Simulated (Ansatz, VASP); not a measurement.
## One calculation of Be, two programs

The input INCAR:

```
PREC = Accurate
ENCUT = 520
EDIFF = 1E-6
ISMEAR = 0
SIGMA = 0.1
LREAL = False
LASPH = True
NELM = 100
ALGO = Normal
ISIF = 2
LWAVE = False
LCHARG = True
GGA = PS
LELF = True
LVHAR = True
NBANDS = 18
```

Contents of KPOINTS:

```
regular mesh
0
Gamma
  6 6 6
```

File POSCAR:

```
Be
1.0
    3.9958024452      0.0000000000      0.0000000000
    0.0000000000      3.9958024452      0.0000000000
    0.0000000000      0.0000000000      3.9958024452
Be
8
Direct
    0.5000000000      0.5000000000      0.5000000000
    1.0000000000      0.0000000000      0.0000000000
    0.2500000000      0.0000000000      0.5000000000
    0.5000000000      0.2500000000      0.0000000000
    0.5000000000      0.7500000000      0.0000000000
    0.7500000000      0.0000000000      0.5000000000
    0.0000000000      0.5000000000      0.7500000000
    0.0000000000      0.5000000000      0.2500000000
```

Input for Ansatz:

```yaml
crystal:
  lattice:
    - [3.9958024452, 0.0, 0.0]
    - [0.0, 3.9958024452, 0.0]
    - [0.0, 0.0, 3.9958024452]
  atoms:
    - { symbol: Be, position: [0.5, 0.5, 0.5] }
    - { symbol: Be, position: [1.0, 0.0, 0.0] }
    - { symbol: Be, position: [0.25, 0.0, 0.5] }
    - { symbol: Be, position: [0.5, 0.25, 0.0] }
    - { symbol: Be, position: [0.5, 0.75, 0.0] }
    - { symbol: Be, position: [0.75, 0.0, 0.5] }
    - { symbol: Be, position: [0.0, 0.5, 0.75] }
    - { symbol: Be, position: [0.0, 0.5, 0.25] }
basis:
  ecutwfc: 420
kpoints:
  mp_grid: { grid: [6, 6, 6] }
hamiltonian:
  xc: pbesol
scf:
  occupations: { method: gaussian, width: 0.1 }
output:
  forces: true
  stress: true
  eigenvalues: true
```

Alike in both runs: task single point; functional PBEsol; k mesh 6 × 6 × 6; occupations gaussian, width 0.1 eV; no spin polarisation.

|  | VASP | Ansatz |
| --- | --- | --- |
| version | VASP 6.6.1 | Ansatz 0.2.0 |
| potentials or method | VASP PAW PBE potentials, release 64 (Be), cutoff 520 eV | scalar-relativistic, plane waves, PAW |
| valence electrons in the cell | 16 | 16 |

|  | VASP | Ansatz | Ansatz less VASP |
| --- | --- | --- | --- |
| gap on the k mesh at the Fermi level (eV) | none | none | - |
| pressure (GPa) | 0.7 | 0.4 | -0.33 |

VASP's potentials were made for PBE, not for PBEsol. A gap of «none» marks a metal or a gap that the smearing closes.
